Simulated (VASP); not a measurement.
# SrTiO (P4/mmm) in VASP: notebook, part 2 of 2

VASP 6.6.1.

## (4) Relaxation of cell and atoms, PBE, collinear spin

File INCAR:

```
ALGO = Normal
EDIFF = 1E-7
EDIFFG = -0.04
ENCUT = 600
GGA = PE
IBRION = 2
ISIF = 3
ISMEAR = 0
ISPIN = 2
LASPH = T
LCHARG = F
LMAXMIX = 4
LORBIT = 11
LREAL = F
LWAVE = F
MAGMOM = 0 1 0
NELM = 150
NSW = 90
PREC = Accurate
SIGMA = 0.1
```

File KPOINTS:

```
k-points
0
Gamma
  6 6 4
```

File POSCAR:

```
SrTiO
1.0
    3.3942894100      0.0000000000      0.0000000000
    0.0000000000      3.3942894100      0.0000000000
    0.0000000000      0.0000000000      5.3730974500
Sr Ti O
1 1 1
Direct
    0.5000000000      0.5000000000      0.0000000000
    0.5000000000      0.5000000000      0.5000000000
    0.0000000000      0.0000000000      0.0000000000
```

Potentials or basis: VASP PAW PBE potentials, release 64 (Sr_sv, Ti_sv, O).

Command:

```
cat potpaw_PBE.64/Sr_sv/POTCAR potpaw_PBE.64/Ti_sv/POTCAR potpaw_PBE.64/O/POTCAR > POTCAR
mpirun -np 1 vasp_std > vasp.out
```

OUTCAR:

```text
EDIFF = 1E-7
   EDIFFG = -0.04
   ENCUT = 600
   GGA = PE
   IBRION = 2
   ISIF = 3
   ISMEAR = 0
   ISPIN = 2
   LASPH = T
   LORBIT = 11
   LREAL = F
   NELM = 150
   NSW = 90
   PREC = Accurate

 ion  position               nearest neighbor table
   1  0.500  0.500  0.000-   3 2.40   3 2.40   3 2.40   3 2.40   2 2.69   2 2.69
   2  0.500  0.500  0.500-   1 2.69   1 2.69
   3  0.000  0.000  0.000-   1 2.40   1 2.40   1 2.40   1 2.40

  LATTYP: Found a simple tetragonal cell.
 ALAT       =     3.3942894100
 C/A-ratio  =     1.5829815319

  Lattice vectors:

 A1 = (   3.3942894100,   0.0000000000,   0.0000000000)
 A2 = (   0.0000000000,   3.3942894100,   0.0000000000)
 A3 = (   0.0000000000,   0.0000000000,   5.3730974500)

Analysis of symmetry for initial positions (statically):
=====================================================================
 Subroutine PRICEL returns:
 Original cell was already a primitive cell.

 Routine SETGRP: Setting up the symmetry group for a
 simple tetragonal supercell.

 Subroutine GETGRP returns: Found 16 space group operations
 (whereof 16 operations were pure point group operations)
 out of a pool of 16 trial point group operations.

The static configuration has the point symmetry D_4h.

Analysis of symmetry for dynamics (positions and initial velocities):
=====================================================================
 Subroutine PRICEL returns:
 Original cell was already a primitive cell.

 Routine SETGRP: Setting up the symmetry group for a
 simple tetragonal supercell.

 Subroutine GETGRP returns: Found 16 space group operations
 (whereof 16 operations were pure point group operations)
 out of a pool of 16 trial point group operations.

The dynamic configuration has the point symmetry D_4h.

Analysis of structural, dynamic, and magnetic symmetry:
=====================================================================
 Subroutine PRICEL returns:
 Original cell was already a primitive cell.

[... 130 lines left out ...]
  volume/ion in A,a.u.               =      20.63       139.25
  Fermi-wavevector in a.u.,A,eV,Ry     =   1.256666  2.374755 21.486464  1.579211
  Thomas-Fermi vector in A             =   2.390363
   LORBIT       =     11    0 simple, 1 ext, 2 COOP (PROOUT), +10 PAW based schemes
   GGA     = PE    functional components
   LHFCALC =     F    Hartree Fock is set to
   AEXX    =    0.0000 exact exchange contribution
   IVDW    =     0    specifies the selected vdW correction
   LEPSILON=     F    determine dielectric tensor
   LRPA    =     F    only Hartree local field effects (RPA)
 conjugate gradient relaxation of ions
 spin polarized calculation
 Gauss-broadening in eV      SIGMA  =   0.10
  energy-cutoff  :      600.00
  volume of cell :       61.90
 maximum number of plane-waves:      2088
 NGX is ok and might be reduce to    28
   NGX = 13   NGY = 13   NGZ = 21

--------------------------------------- Ionic step        1  -------------------------------------------

 number of electron      28.0000001 magnetization       3.0488685

 Free energy of the ion-electron system (eV)
  ---------------------------------------------------
  ext. energy  EPLUGINS =         0.00000000
  ---------------------------------------------------
  free energy    TOTEN  =       -14.42057896 eV

  energy without entropy =      -14.40390232  energy(sigma->0) =      -14.41224064

 E-fermi :   3.7155     XC(G=0):  -9.6292

 val. band max:        3.7148928051   @ k =   0.3333   0.1667   0.0000
 cond. band min:       3.7418585003   @ k =   0.3333   0.3333   0.0000
 fundamental gap:      0.0269656951
 Fermi energy:         3.7155349993

 spin component 1

 k-point     1 :       0.0000    0.0000    0.0000
  band No.  band energies     occupation
      1     -54.0406      1.00000
      2     -30.4752      1.00000
      3     -30.2935      1.00000
      4     -30.2935      1.00000
      5     -30.1573      1.00000
      6     -12.9201      1.00000
[... 1272 lines left out ...]
--------------------------------------- Ionic step        7  -------------------------------------------

 number of electron      27.9999996 magnetization       2.8026475

 Free energy of the ion-electron system (eV)
  ---------------------------------------------------
  ext. energy  EPLUGINS =         0.00000000
  ---------------------------------------------------
  free energy    TOTEN  =       -15.69056026 eV

  energy without entropy =      -15.67222073  energy(sigma->0) =      -15.68139049

 E-fermi :   1.5890     XC(G=0):  -8.3507

 val. band max:        1.5723920165   @ k =   0.3333   0.3333   0.2500
 cond. band min:       1.5931190322   @ k =   0.5000   0.0000   0.0000
 fundamental gap:      0.0207270157
 Fermi energy:         1.5890471004

 spin component 1

 k-point     1 :       0.0000    0.0000    0.0000
  band No.  band energies     occupation
      1     -56.3009      1.00000
      2     -32.5682      1.00000
      3     -32.5682      1.00000
      4     -32.5371      1.00000
      5     -31.3161      1.00000
      6     -13.9526      1.00000
[... 1081 lines left out ...]
  FREE ENERGIE OF THE ION-ELECTRON SYSTEM (eV)
  ---------------------------------------------------
  free  energy   TOTEN  =       -15.6905602623 eV

  energy  without entropy=      -15.6722207269  energy(sigma->0) =      -15.68139049

 reached required accuracy - stopping structural energy minimisation

 total charge

# of ion       s       p       d       tot
------------------------------------------
    1        2.021   5.822   0.296   8.139
    2        2.194   5.970   1.900  10.065
    3        1.578   3.413   0.000   4.991
--------------------------------------------------
tot          5.793  15.204   2.197  23.194

 magnetization (x)

# of ion       s       p       d       tot
------------------------------------------
    1        0.003   0.004   0.014   0.021
    2        0.041   0.029   1.808   1.878
    3        0.001   0.001   0.000   0.002
--------------------------------------------------
tot          0.046   0.034   1.821   1.901
```

CONTCAR:

```text
SrTiO
   1.00000000000000
     3.3900020239193953    0.0000000000000000   -0.0000000000000000
     0.0000000000000000    3.3900020239193953    0.0000000000000000
    -0.0000000000000000   -0.0000000000000000    7.1883088979956336
  Sr              Ti              O
     1     1     1
Direct
     0.5000000000000000    0.5000000000000000    1.0000000000000000
     0.5000000000000000    0.5000000000000000    0.5000000000000000
     0.0000000000000000    0.0000000000000000    1.0000000000000000

  0.00000000E+00  0.00000000E+00  0.00000000E+00
  0.00000000E+00  0.00000000E+00  0.00000000E+00
  0.00000000E+00  0.00000000E+00  0.00000000E+00
```

It took 14 min on 1 thread of Intel Xeon 8259CL, shared host; peak memory 0.28 GiB.

What came out:

| Item | Value |
| --- | --- |
| Free energy | -15.6906 eV |
| Relaxed volume | 27.54 Å³/atom |
| Relaxed cell | a = 3.390 Å, b = 3.390 Å, c = 7.188 Å, α = 90.00°, β = 90.00°, γ = 90.00° |
| Space group after relaxing (to 0.1 Å) | P4/mmm (No. 123) |
| Energy gained by relaxing | 423.3 meV/atom |
| Ionic steps | 7 |
| Pressure after relaxing | 0.0 GPa |
| Net moment | 2.80 μB per cell |
| Site moments | Sr +0.02; Ti +1.88; O +0.00 μB |
| Valence electrons inside the program's atomic spheres | Sr 8.14; Ti 10.06; O 4.99 |

The path:
| step | energy change (eV) | largest force (eV/Å) | pressure (GPa) | volume (Å³) |
| --- | --- | --- | --- | --- |
| 1 | 0.0000 | 0.0000 | 8.46 | 61.90 |
| 2 | -0.9799 | 0.0000 | 2.89 | 71.68 |
| 3 | -1.2381 | 0.0000 | 0.75 | 78.94 |
| 4 | -1.2688 | 0.0000 | -0.07 | 82.23 |
| 5 | -1.2697 | 0.0000 | -0.23 | 82.91 |
| 6 | -1.2697 | 0.0000 | 0.21 | 82.34 |
| 7 | -1.2700 | 0.0000 | 0.00 | 82.61 |

Final structure:
```
Sr Ti O
1.0
     3.39000    0.00000    0.00000
     0.00000    3.39000    0.00000
     0.00000    0.00000    7.18831
Sr Ti O
1 1 1
Direct
  0.50000 0.50000 0.00000
  0.50000 0.50000 0.50000
  0.00000 0.00000 0.00000
```

Levels at points of the mesh, in eV from the Fermi level:
Spin up:
| k point | band 11 | band 12 | band 13 | band 14 | band 15 | band 16 | band 17 | band 18 | band 19 |
| --- | --- | --- | --- | --- | --- | --- | --- | --- | --- |
| (0.00, 0.00, 0.00) | -1.47 | -1.07 | -0.84 | -0.21 | -0.21 | 0.77 | 0.77 | 1.09 | 1.59 |
| (0.50, 0.00, 0.00) | -1.83 | -1.72 | -1.44 | -0.48 | -0.14 | 0.10 | 0.49 | 0.87 | 2.07 |
| (0.50, 0.50, 0.00) | -0.81 | -0.25 | -0.25 | -0.19 | -0.19 | -0.19 | 1.22 | 2.80 | 2.80 |
| (0.00, 0.00, 0.50) | -1.12 | -1.07 | -0.27 | -0.21 | -0.21 | -0.15 | 0.78 | 0.78 | 1.10 |
| (0.50, 0.00, 0.50) | -1.81 | -1.72 | -1.42 | -0.51 | -0.23 | 0.49 | 0.57 | 0.88 | 2.09 |
| (0.50, 0.50, 0.50) | -0.59 | -0.35 | -0.35 | 0.01 | 0.01 | 0.05 | 1.22 | 2.30 | 2.30 |
Spin down:
```csv
k point,band 8,band 9,band 10,band 11,band 12,band 13,band 14,band 15,band 16,band 17
"(0.00, 0.00, 0.00)",-14.53,-14.53,-2.55,-1.34,-0.22,-0.22,0.75,1.13,2.28,2.28
"(0.50, 0.00, 0.00)",-14.33,-12.80,-2.38,-1.73,-1.68,0.00,0.99,1.10,1.64,1.89
"(0.50, 0.50, 0.00)",-15.37,-15.06,-0.81,-0.25,-0.25,0.14,1.20,1.20,2.04,3.23
"(0.00, 0.00, 0.50)",-14.53,-14.53,-2.61,-0.74,-0.22,-0.22,0.59,0.76,1.84,2.30
"(0.50, 0.00, 0.50)",-14.33,-12.80,-2.36,-1.73,-1.71,0.10,0.83,1.38,1.89,2.04
"(0.50, 0.50, 0.50)",-15.37,-15.07,-0.89,-0.26,-0.26,0.26,1.36,1.36,2.42,3.13
```

Caveat: the volume moved by over 15 % at a fixed basis, so the end points are rough.

## (5) Single point, PBE, collinear spin

This run uses another cell than the first one, of 30.00 Å³/atom.

File INCAR:

```
  PREC = Accurate
  ENCUT = 520
  EDIFF = 1E-6
  ISMEAR = 0
  SIGMA = 0.1
  LREAL = False
  LASPH = True
  NELM = 150
  ALGO = Normal
  ISIF = 2
  LWAVE = False
  LCHARG = True
  ISPIN = 2
  MAGMOM = 0 2.41 0
  LORBIT = 11
  LMAXMIX = 4
  GGA = PE
  LELF = True
  LVHAR = True
  NBANDS = 25
```

File KPOINTS:

```
Automatic mesh
0
Gamma
  14 14 6
```

File POSCAR:

```
SrTiO
1.0
    3.3789381980      0.0000000000      0.0000000000
    0.0000000000      3.3789381980      0.0000000000
    0.0000000000      0.0000000000      7.8822339345
Sr Ti O
1 1 1
Direct
    0.5000000000      0.5000000000      0.0000000000
    0.5000000000      0.5000000000      0.5000000000
    0.0000000000      0.0000000000      0.0000000000
```

Command:

```
cat potpaw_PBE.64/Sr_sv/POTCAR potpaw_PBE.64/Ti_sv/POTCAR potpaw_PBE.64/O/POTCAR > POTCAR
mpirun -np 1 vasp_std > vasp.out
```

Wall time 15 min (1 thread of Oxide Virtual Turin-like, shared host); peak memory 0.59 GiB.

Results (log left out):

```
Free energy                                           : -15.7743 eV
Pressure                                              : 0.3 GPa
Net moment                                            : 2.87 μB per cell
Site moments                                          : Sr +0.01; Ti +1.90; O -0.00 μB
Valence electrons inside the program's atomic spheres : Sr 8.14; Ti 10.06; O 4.98
```

Stress tensor (GPa, compression positive):
```
0.48 0.00 0.00
0.00 0.48 0.00
0.00 0.00 0.00
```

Levels at points of the mesh, in eV from the Fermi level:
Spin up:
```csv
k point,band 13,band 14,band 15,band 16,band 17,band 18
"(0.00, 0.00, 0.00)",-0.70,-0.05,-0.05,0.78,0.78,1.14
"(0.50, 0.00, 0.00)",-1.42,-0.29,-0.27,0.10,0.57,0.88
"(0.50, 0.50, 0.00)",-0.14,-0.07,-0.07,0.06,1.27,2.84
"(0.00, 0.00, 0.50)",-0.27,-0.18,-0.05,-0.05,0.78,0.78
"(0.50, 0.00, 0.50)",-1.42,-0.52,-0.15,0.38,0.57,0.88
"(0.50, 0.50, 0.50)",-0.20,0.02,0.02,0.16,1.27,2.57
```
Spin down:
| k point | band 10 | band 11 | band 12 | band 13 | band 14 | band 15 | band 16 | band 17 |
| --- | --- | --- | --- | --- | --- | --- | --- | --- |
| (0.00, 0.00, 0.00) | -2.43 | -1.19 | -0.06 | -0.06 | 0.88 | 1.10 | 2.07 | 2.38 |
| (0.50, 0.00, 0.00) | -2.25 | -1.61 | -1.50 | 0.15 | 1.07 | 1.10 | 1.74 | 1.96 |
| (0.50, 0.50, 0.00) | -0.66 | -0.08 | -0.08 | 0.20 | 1.37 | 1.37 | 2.19 | 3.37 |
| (0.00, 0.00, 0.50) | -2.47 | -0.79 | -0.06 | -0.06 | 0.57 | 0.88 | 1.68 | 2.39 |
| (0.50, 0.00, 0.50) | -2.24 | -1.61 | -1.51 | 0.21 | 0.91 | 1.33 | 1.96 | 1.97 |
| (0.50, 0.50, 0.50) | -0.70 | -0.09 | -0.09 | 0.25 | 1.44 | 1.44 | 2.37 | 3.37 |

## (6) Summary

```csv
task,cell,k mesh,cutoff (eV),gap on the mesh (eV),pressure (GPa),moment (μB)
single point,"a = 3.394, b = 3.394, c = 5.373 Å, 3 atoms",6 × 6 × 4,520,none,8.5,3.05
single point,"a = 3.377, b = 3.377, c = 7.791 Å, 3 atoms",6 × 6 × 4,520,none,0.4,2.83
relaxation of cell and atoms,"relaxed from a = 3.394, b = 3.394, c = 5.373 Å, 3 atoms",6 × 6 × 4,600,none,0.0,2.80
single point,"a = 3.379, b = 3.379, c = 7.882 Å, 3 atoms",14 × 14 × 6,520,none,0.3,2.87
```

Alike in all rows: level PBE; potentials or basis VASP PAW PBE potentials, release 64 (Sr_sv, Ti_sv, O); spin collinear; smearing gaussian 0.1 eV.

Caveats: the cell stands under pressure (at least some runs); the volume moved by over 15 % at a fixed basis, so the end points are rough (at least some runs).

Total energies depend on the potentials used, so only differences within one code and one set of settings carry meaning.
